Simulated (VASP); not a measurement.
A run of VASP 6.6.1 is set up as follows.

INCAR

```
SYSTEM = In4O
PREC = Accurate
ENCUT = 520
EDIFF = 1E-7
ISMEAR = 0
SIGMA = 0.1
LREAL = .False.
LASPH = .True.
NELM = 150
ALGO = Normal
ISIF = 2
LWAVE = .False.
LCHARG = .False.
ISPIN = 2
MAGMOM = 0 0 0 0 1
LORBIT = 11
GGA = PE
NBANDS = 41
```

Contents of KPOINTS:

```
Automatic mesh
0
Gamma
  6 6 2
  0 0 0
```

POSCAR

```
In4O
1.0
    3.7012942400      0.0000000000      0.0000000000
    0.0000000000      3.7012942400      0.0000000000
    0.0000000000      0.0000000000      8.6568483700
In O
4 1
Direct
    0.0000000000      0.5000000000      0.7306509600
    0.5000000000      0.0000000000      0.7306509600
    0.0000000000      0.5000000000      0.2693490400
    0.5000000000      0.0000000000      0.2693490400
    0.0000000000      0.0000000000      0.0000000000
```

Potentials or basis: VASP PAW PBE potentials, release 64 (In_d, O).

Launch:

```bash
$ cat potpaw_PBE.64/In_d/POTCAR potpaw_PBE.64/O/POTCAR > POTCAR
$ mpirun -np 1 vasp_std > vasp.out
```

Q: Predict the pressure.

A: 14.7 GPa.

Q: Predict the band gap on the k mesh.

A: Zero (filled and empty bands overlap).

Q: Estimate the net moment.

A: 0.00 μB per cell.

Stress tensor (GPa, compression positive):
```
 28.55   0.00   0.00
  0.00  28.55   0.00
  0.00   0.00 -13.10
```

Caveat: the k points lie up to 0.36 Å⁻¹ apart, too coarse for converged energies and pressures of a metal; spin-orbit coupling is left out, which moves the levels of the heavy elements.
